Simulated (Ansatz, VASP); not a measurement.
**One calculation of PtSe2, two programs**

File INCAR:

```
ALGO = Normal
EDIFF = 1E-6
ENCUT = 520
ISIF = 2
ISMEAR = -1
LASPH = T
LCHARG = F
LREAL = F
LWAVE = F
NBANDS = 18
NELM = 60
PREC = Accurate
SIGMA = 0.02
```

File KPOINTS:

```
k-points
0
Gamma
  8 8 8
```

File POSCAR:

```
PtSe2
1.0
    0.0000000000      3.1308957810      3.1308957810
    3.1308957810      0.0000000000      3.1308957810
    3.1308957810      3.1308957810      0.0000000000
Pt Se
1 2
Direct
    0.0000000000      0.0000000000      0.0000000000
    0.2500000000      0.2500000000      0.2500000000
    0.7500000000      0.7500000000      0.7500000000
```

Input for Ansatz:

```yaml
crystal:
  lattice:
    - [0.0, 3.130895781, 3.130895781]
    - [3.130895781, 0.0, 3.130895781]
    - [3.130895781, 3.130895781, 0.0]
  atoms:
    - { symbol: Pt, position: [0.0, 0.0, 0.0] }
    - { symbol: Se, position: [0.25, 0.25, 0.25] }
    - { symbol: Se, position: [0.75, 0.75, 0.75] }
kpoints:
  mp_grid: { grid: [8, 8, 8] }
  band_path:
    path:
      - [0.0, 0.0, 0.0]
      - [0.5, 0.0, 0.5]
      - [0.625, 0.25, 0.625]
      - [0.375, 0.375, 0.75]
      - [0.5, 0.5, 0.5]
      - [0.5, 0.25, 0.75]
      - [0.1, 0.0, 0.1]
    npoints: 1
hamiltonian:
  xc: lda
scf:
  occupations: { method: fermi_dirac, width: 0.02 }
  n_extra_bands: 4
output:
  forces: true
  stress: true
  eigenvalues: true
  write_density: true
  write_potential: true
  elf: true
  volumetric_format: npy
```

Alike in both runs: task single point; functional LDA; k mesh 8 × 8 × 8; occupations fermi-dirac, width 0.02 eV; no spin polarisation.

|  | VASP | Ansatz |
| --- | --- | --- |
| version | VASP 6.6.1 | Ansatz 0.2.0 |
| potentials or method | VASP PAW LDA potentials, release 64 (Pt, Se) | plane waves, PAW |
| plane-wave cutoff (eV) | 520 | 420 |
| valence electrons in the cell | 22 | 50 |

```csv
,VASP,Ansatz,Ansatz less VASP
pressure (GPa),-5.6,-5.9,-0.29
```

LDA's correlation is that of Perdew and Zunger in VASP and of Perdew and Wang (1992) in Ansatz. VASP's potentials hold 22 valence electrons a cell and Ansatz's 50, so a difference there can come from the potentials and not from the codes.

Spin-orbit coupling is off throughout.
